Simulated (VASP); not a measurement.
Wanted: the native input for a VASP 6.6.1 run.

| Property | Result |
| --- | --- |
| Task | relaxation of cell and atoms |
| Functional | PBEsol |
| Potentials or basis | VASP PAW PBE potentials, release 64 (I) |
| Cutoff | 600 eV |
| k mesh | 18 × 18 × 18 |
| Occupations | gaussian, width 0.1 eV |
| Spin | no spin polarisation |
| Dipole correction | no |
| Further INCAR settings | ALGO = Fast; EDIFF = 1e-06; IBRION = 2; EDIFFG = -0.01; NSW = 100; ISIF = 3 |

The structure of I lies in POSCAR:

```
I
1.0
    2.3520625705      1.3579639583      2.0054876207
   -2.3520625705      1.3579639583      2.0054876207
    0.0000000000     -2.7159279165      2.0054876207
I
1
Direct
    0.5000000000      0.5000000000      0.5000000000
```

One way to write it, as run:

INCAR

```
ALGO = Fast
EDIFF = 1E-6
EDIFFG = -0.01
ENCUT = 600
GGA = PS
IBRION = 2
ISIF = 3
ISMEAR = 0
LASPH = T
LCHARG = F
LREAL = F
LWAVE = F
NELM = 80
NSW = 100
PREC = Accurate
SIGMA = 0.1
```

KPOINTS

```
k-points
0
Gamma
  18 18 18
```

Potentials or basis: VASP PAW PBE potentials, release 64 (I).

Run with:

```sh
$ cat potpaw_PBE.64/I/POTCAR > POTCAR
$ mpirun -np 1 vasp_std > vasp.out
```

It gave:

```json
{
  "Relaxed volume": "38.52 Å³/atom",
  "Relaxed cell": "a = 3.377 Å, b = 3.377 Å, c = 3.377 Å, α = 89.73°, β = 89.73°, γ = 89.73°",
  "Space group after relaxing (to 0.1 Å)": "Pm-3m (No. 221)",
  "Energy gained by relaxing": "0.3 meV/atom",
  "Ionic steps": "10",
  "Pressure after relaxing": "0.0 GPa",
  "Band gap on the k mesh": "zero (an odd number of electrons rules out a gap without spin polarisation)"
}
```

Caveat: the PAW data sets were made with another functional, which shifts forces and pressure a little; spin-orbit coupling is left out, which moves the levels of the heavy elements; an odd number of electrons without spin polarisation forces a metal; a magnetic or distorted state may lie lower.

Run time: 11 min on 1 thread of Oxide Virtual Turin-like Processor (shared host), peak memory 0.3 GiB.
